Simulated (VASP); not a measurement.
# WC (P-6m2) in VASP: notebook, part 2 of 2

VASP 6.6.1. The steps go on from the part before.

## Step 4: Single point, PBE+D3(BJ)

INCAR reads:

```
SYSTEM = WC
PREC     = Accurate       ! precision mode
ENCUT    = 520            ! plane-wave cutoff, eV
EDIFF    = 1E-6           ! SCF threshold, eV
ISMEAR   = 0              ! smearing method
SIGMA    = 0.1            ! smearing width, eV
LREAL    = .FALSE.        ! projectors in reciprocal space
LASPH    = .TRUE.         ! aspherical terms in the spheres
NELM     = 100            ! most SCF steps
ALGO     = Normal         ! electronic algorithm
ISIF     = 2              ! what is computed and relaxed
LWAVE    = .FALSE.        ! write WAVECAR
LCHARG   = .FALSE.        ! write CHGCAR
GGA      = PE             ! functional
IVDW     = 12             ! dispersion correction
NBANDS   = 16             ! bands
```

KPOINTS reads:

```
regular mesh
0
G
  18 18 14
  0 0 0
```

POSCAR reads:

```
WC
1.0
    2.9019056875      0.0000000000      0.0000000000
   -1.4509528437      2.5131240447      0.0000000000
    0.0000000000      0.0000000000      2.8326656509
W C
1 1
Direct
    0.0000000000      0.0000000000      0.0000000000
    0.6666666667      0.3333333333      0.5000000000
```

Potentials or basis: VASP PAW PBE potentials, release 64 (W_sv, C).

Launch:

```bash
$ cat potpaw_PBE.64/W_sv/POTCAR potpaw_PBE.64/C/POTCAR > POTCAR
$ mpirun -np 1 vasp_std > vasp.out
```

OUTCAR:

```text
SYSTEM = WC
   PREC = Accurate
   ENCUT = 520
   EDIFF = 1E-6
   ISMEAR = 0
   LREAL = .FALSE.
   LASPH = .TRUE.
   NELM = 100
   ISIF = 2
   GGA = PE
   IVDW = 12
 IVDW          = 12

 ion  position               nearest neighbor table
   1  0.000  0.000  0.000-   2 2.19   2 2.19   2 2.19   2 2.19   2 2.19   2 2.19
   2  0.667  0.333  0.500-   1 2.19   1 2.19   1 2.19   1 2.19   1 2.19   1 2.19

  LATTYP: Found a hexagonal cell.
 ALAT       =     2.9019056875
 C/A-ratio  =     0.9761398046

  Lattice vectors:

 A1 = (   2.9019056875,   0.0000000000,   0.0000000000)
 A2 = (  -1.4509528437,   2.5131240447,   0.0000000000)
 A3 = (   0.0000000000,   0.0000000000,   2.8326656509)

Analysis of symmetry for initial positions (statically):
=====================================================================
 Subroutine PRICEL returns:
 Original cell was already a primitive cell.

 Routine SETGRP: Setting up the symmetry group for a
 hexagonal supercell.

 Subroutine GETGRP returns: Found 12 space group operations
 (whereof 12 operations were pure point group operations)
 out of a pool of 24 trial point group operations.

The static configuration has the point symmetry D_3h.

Analysis of symmetry for dynamics (positions and initial velocities):
=====================================================================
 Subroutine PRICEL returns:
 Original cell was already a primitive cell.

 Routine SETGRP: Setting up the symmetry group for a
 hexagonal supercell.

 Subroutine GETGRP returns: Found 12 space group operations
 (whereof 12 operations were pure point group operations)
 out of a pool of 24 trial point group operations.

The dynamic configuration has the point symmetry D_3h.

 Subroutine INISYM returns: Found 12 space group operations
 (whereof 12 operations are pure point group operations),
 and found     1 'primitive' translations

----------------------------------------------------------------------------------------

                                     Primitive cell

  volume of cell :      20.6582

  direct lattice vectors                    reciprocal lattice vectors
     2.901905688  0.000000000  0.000000000     0.344601137  0.198955559  0.000000000
    -1.450952844  2.513124045  0.000000000     0.000000000  0.397911119  0.000000000
     0.000000000  0.000000000  2.832665651     0.000000000  0.000000000  0.353024368

  length of vectors
     2.901905688  2.901905687  2.832665651     0.397911119  0.397911119  0.353024368

  position of ions in fractional coordinates (direct lattice)
     0.000000000  0.000000000  0.000000000
     0.666666667  0.333333333  0.500000000

  ion indices of the primitive-cell ions
   primitive index   ion index
                 1           1
                 2           2

----------------------------------------------------------------------------------------

 KPOINTS: regular mesh

Automatic generation of k-mesh.
 Grid dimensions read from file:
 generate k-points for:   18   18   14

 Generating k-lattice:

  Cartesian coordinates                     Fractional coordinates (reciprocal lattice)
     0.019144508  0.011053087  0.000000000     0.055555556 -0.000000000  0.000000000
     0.000000000  0.022106173  0.000000000     0.000000000  0.055555556  0.000000000
     0.000000000  0.000000000  0.025216026     0.000000000  0.000000000  0.071428571

  Length of vectors
     0.022106173  0.022106173  0.025216026

  Shift w.r.t. Gamma in fractional coordinates (k-lattice)
     0.000000000  0.000000000  0.000000000

 Subroutine IBZKPT returns following result:
 ===========================================

 Found    296 irreducible k-points:

 Following reciprocal coordinates:
            Coordinates               Weight
  0.000000  0.000000  0.000000      1.000000
  0.055556  0.000000  0.000000      6.000000
  0.111111  0.000000  0.000000      6.000000
  0.166667  0.000000  0.000000      6.000000
  0.222222  0.000000  0.000000      6.000000
  0.277778  0.000000  0.000000      6.000000
[... 16 lines left out ...]
  0.333333  0.111111  0.000000     12.000000
  0.388889  0.111111  0.000000     12.000000
 [... further k-points ...]
   k-points           NKPTS =    296   k-points in BZ     NKDIM =    296   number of bands    NBANDS=     16
   number of dos      NEDOS =    301   number of ions     NIONS =      2
   total plane-waves  NPLWV =  13824
   dimension x,y,z NGX =    24 NGY =   24 NGZ =   24
   dimension x,y,z NGXF=    48 NGYF=   48 NGZF=   48
   ions per type =               1   1
   NGX,Y,Z   is equivalent  to a cutoff of  13.75, 13.75, 14.09 a.u.
   NGXF,Y,Z  is equivalent  to a cutoff of  27.50, 27.50, 28.17 a.u.
 SYSTEM =  WC
   PREC   = accura    normal or accurate (medium, high low for compatibility)
   ISTART =      0    job   : 0-new  1-cont  2-samecut
   ICHARG =      2    charge: 1-file 2-atom 10-const
   ISPIN  =      1    spin polarized calculation?
   LNONCOLLINEAR =      F non collinear calculations
   LSORBIT =      F    spin-orbit coupling
   LASPH  =      T    aspherical Exc in radial PAW
   ENCUT  =  520.0 eV  38.22 Ry    6.18 a.u.   5.40  5.40  5.27*2*pi/ulx,y,z
   NELM   =    100;   NELMIN=  2; NELMDL= -5     # of ELM steps
   EDIFF  = 0.1E-05   stopping-criterion for ELM
   LREAL  =      F    real-space projection
   EDIFFG = 0.1E-04   stopping-criterion for IOM
   NSW    =      0    number of steps for IOM
   IBRION =     -1    ionic relax: 0-MD 1-quasi-New 2-CG
   NFREE  =      0    steps in history (QN), initial steepest desc. (CG)
   ISIF   =      2    stress and relaxation
   ISYM   =      2    0-nonsym 1-usesym 2-fastsym
   POTIM  = 0.5000    time-step for ionic-motion
   TEBEG  =    0.0;   TEEND  =   0.0 temperature during run
   PSTRESS=    0.0 pullay stress
   NELECT =      18.0000    total number of electrons
   NUPDOWN=      -1.0000    fix difference up-down
   EMIN   =  10.00;   EMAX   =-10.00  energy-range for DOS
   EFERMI =   0.00;   METHOD = LEGACY
   ISMEAR =     0;   SIGMA  =   0.10  broadening in eV -4-tet -1-fermi 0-gaus
   EFERMI_NEDOS =   21; number of points for ismear=-14 and -15
   IALGO  =     38    algorithm
   IMIX   =      4    mixing-type and parameters
     AMIX     =   0.40;   BMIX     =  1.00
     AMIX_MAG =   1.60;   BMIX_MAG =  1.00
  volume/ion in A,a.u.               =      10.33        69.70
  Fermi-wavevector in a.u.,A,eV,Ry     =   1.563633  2.954838 33.265538  2.444948
  Thomas-Fermi vector in A             =   2.666375
   LORBIT       =      0    0 simple, 1 ext, 2 COOP (PROOUT), +10 PAW based schemes
   GGA     = PE    functional components
   LHFCALC =     F    Hartree Fock is set to
   AEXX    =    0.0000 exact exchange contribution
   IVDW    =    12    specifies the selected vdW correction
   LEPSILON=     F    determine dielectric tensor
   LRPA    =     F    only Hartree local field effects (RPA)
 non-spin polarized calculation
 Gauss-broadening in eV      SIGMA  =   0.10
  energy-cutoff  :      520.00
  volume of cell :       20.66
 maximum number of plane-waves:       580
 NGX is ok and might be reduce to    24
   NGX = 11   NGY = 11   NGZ = 11

 number of electron      18.0000000 magnetization

 Free energy of the ion-electron system (eV)
  ---------------------------------------------------
  ext. energy  EPLUGINS =         0.00000000
  ---------------------------------------------------
  free energy    TOTEN  =       -22.43809463 eV

  energy without entropy =      -22.43678322  energy(sigma->0) =      -22.43743893

 E-fermi :  11.1371     XC(G=0): -13.8253

 val. band max:       11.1001456985   @ k =   0.1111   0.0000   0.3571
 cond. band min:      11.1480164163   @ k =   0.4444   0.0000   0.5000
 fundamental gap:      0.0478707178
 Fermi energy:        11.1371065033

 k-point     1 :       0.0000    0.0000    0.0000
  band No.  band energies     occupation
      1     -62.8495      2.00000
      2     -26.8294      2.00000
      3     -26.7272      2.00000
      4     -26.7272      2.00000
      5      -3.3411      2.00000
      6       6.8056      2.00000
[... 8 lines left out ...]
     15      25.5336      0.00000
     16      27.9256      0.00000
[... 419 lines left out ...]
 k-point    24 :       0.3889    0.1111    0.0000
  band No.  band energies     occupation
      1     -62.7899      2.00000
      2     -27.5022      2.00000
      3     -26.9767      2.00000
      4     -26.7159      2.00000
      5       0.0506      2.00000
      6       4.2526      2.00000
[... 8 lines left out ...]
     15      24.9960      0.00000
     16      28.7194      0.00000

 [... further k-points ...]

------------------------ aborting loop because EDIFF is reached ----------------------------------------

 Edisp (eV)   -0.92798

 E8    (eV) :    -0.4255

  FORCE on cell =-STRESS in cart. coord.  units (eV):
  Direction    XX          YY          ZZ          XY          YZ          ZX
  --------------------------------------------------------------------------------------
  -------------------------------------------------------------------------------------
  Total       0.13817     0.13817     0.17660     0.00000     0.00000    -0.00000
  in kB      10.71625    10.71625    13.69623     0.00000     0.00000    -0.00000
  external pressure =       11.71 kB  Pullay stress =        0.00 kB

 VOLUME and BASIS-vectors are now :
 -----------------------------------------------------------------------------
  energy-cutoff  :      520.00
  volume of cell :       20.66
      direct lattice vectors                 reciprocal lattice vectors
     2.901905688  0.000000000  0.000000000     0.344601137  0.198955559  0.000000000
    -1.450952844  2.513124045  0.000000000     0.000000000  0.397911119  0.000000000
     0.000000000  0.000000000  2.832665651     0.000000000  0.000000000  0.353024368

 POSITION                                       TOTAL-FORCE (eV/Angst)
 -----------------------------------------------------------------------------------
      0.00000      0.00000      0.00000        -0.000000      0.000000      0.000000
      1.45095      0.83771      1.41633         0.000000     -0.000000      0.000000
 -----------------------------------------------------------------------------------
    total drift:                                0.000000     -0.000000      0.000000

  FREE ENERGIE OF THE ION-ELECTRON SYSTEM (eV)
  ---------------------------------------------------
  free  energy   TOTEN  =       -23.3660720397 eV

  energy  without entropy=      -23.3647606259  energy(sigma->0) =      -23.36541633
```

Run time: 68 s. Hardware: 1 thread of Intel Xeon Platinum 8259CL at 2.50GHz (Skylake/Cascade Lake), shared host; peak memory 0.22 GiB.

Results:

- Free energy: -23.3661 eV
- Pressure: 1.2 GPa
- Band gap on the k mesh: zero (band 9 reaches 11.76 eV, above the bottom of band 10 at 10.55 eV)
- Dispersion energy per atom: -0.464 eV

Caveat: spin-orbit coupling is left out, which moves the levels of the heavy elements; pairwise dispersion overbinds metals, which lowers pressure and volume.

## Step 5: Single point, PBE+D3(BJ)

This run uses another cell than the first one, of 10.31 Å³/atom, 0.997 times its volume.

INCAR reads:

```
SYSTEM = WC
PREC     = Accurate       ! precision mode
ENCUT    = 600            ! plane-wave cutoff, eV
EDIFF    = 1E-6           ! SCF threshold, eV
ISMEAR   = 0              ! smearing method
SIGMA    = 0.1            ! smearing width, eV
LREAL    = .False.        ! projectors in reciprocal space
LASPH    = .True.         ! aspherical terms in the spheres
NELM     = 120            ! most SCF steps
ALGO     = Normal         ! electronic algorithm
ISIF     = 2              ! what is computed and relaxed
LWAVE    = .False.        ! write WAVECAR
LCHARG   = .False.        ! write CHGCAR
GGA      = PE             ! functional
IVDW     = 12             ! dispersion correction
NBANDS   = 16             ! bands
GGA_COMPAT= .False.
```

KPOINTS reads:

```
regular mesh
0
Gamma
  6 6 6
  0 0 0
```

POSCAR reads:

```
WC
1.0
    2.9005014360      0.0000000000      0.0000000000
   -1.4502507180      2.5119079273      0.0000000000
    0.0000000000      0.0000000000      2.8290000000
W C
1 1
Direct
    0.0000000000      0.0000000000      0.0000000000
    0.6666666667      0.3333333333      0.5000000000
```

Launch:

```bash
$ cat potpaw_PBE.64/W_sv/POTCAR potpaw_PBE.64/C/POTCAR > POTCAR
$ mpirun -np 1 vasp_std > vasp.out
```

Run time: 8.4 s. Hardware: 1 thread of Intel Xeon Platinum 8259CL at 2.50GHz (Skylake/Cascade Lake), shared host; peak memory 0.16 GiB.

Results (log left out):

```
Free energy                : -23.3621 eV
Pressure                   : 2.0 GPa
Band gap on the k mesh     : zero (band 9 reaches 11.80 eV, above the bottom of band 10 at 10.58 eV)
Dispersion energy per atom : -0.465 eV
```

Stress tensor (GPa, compression positive):
```
2.42 0.00 0.00
0.00 2.42 0.00
0.00 0.00 1.27
```

Levels at points of the mesh, in eV from the Fermi level:
| k point | band 7 | band 8 | band 9 | band 10 | band 11 | band 12 |
| --- | --- | --- | --- | --- | --- | --- |
| (0.00, 0.00, 0.00) | -3.62 | -3.62 | -0.16 | 3.01 | 3.01 | 5.41 |
| (0.50, 0.00, 0.00) | -3.89 | -3.86 | -0.72 | 2.11 | 4.31 | 4.67 |
| (0.00, 0.00, 0.50) | -2.29 | -2.29 | -0.85 | -0.85 | 3.45 | 4.29 |
| (0.50, 0.00, 0.50) | -4.61 | -4.46 | 0.04 | 4.21 | 5.10 | 6.45 |

Caveat: the k points lie up to 0.42 Å⁻¹ apart; spin-orbit coupling is left out, which moves the levels of the heavy elements; pairwise dispersion overbinds metals, which lowers pressure and volume.

## Step 6: Overview

```tsv
cell	k mesh	cutoff (eV)	gap on the mesh (eV)	pressure (GPa)
a = 2.902, b = 2.902, c = 2.834 Å, angles 90.0, 90.0, 120.0°, 2 atoms	18 × 18 × 14	520	none	0.9
a = 2.902, b = 2.902, c = 2.833 Å, angles 90.0, 90.0, 120.0°, 2 atoms	18 × 18 × 14	520	none	1.2
a = 2.901, b = 2.901, c = 2.829 Å, angles 90.0, 90.0, 120.0°, 2 atoms	6 × 6 × 6	600	none	2.0
```

Alike in all rows: task single point; level PBE+D3(BJ); potentials or basis VASP PAW PBE potentials, release 64 (W_sv, C); no spin polarisation; smearing gaussian 0.1 eV.

Caveats: some runs use coarse meshes; spin-orbit coupling is left out, which moves the levels of the heavy elements; pairwise dispersion overbinds metals, which lowers pressure and volume.

Absolute energies hang on the potentials; compare differences alone.
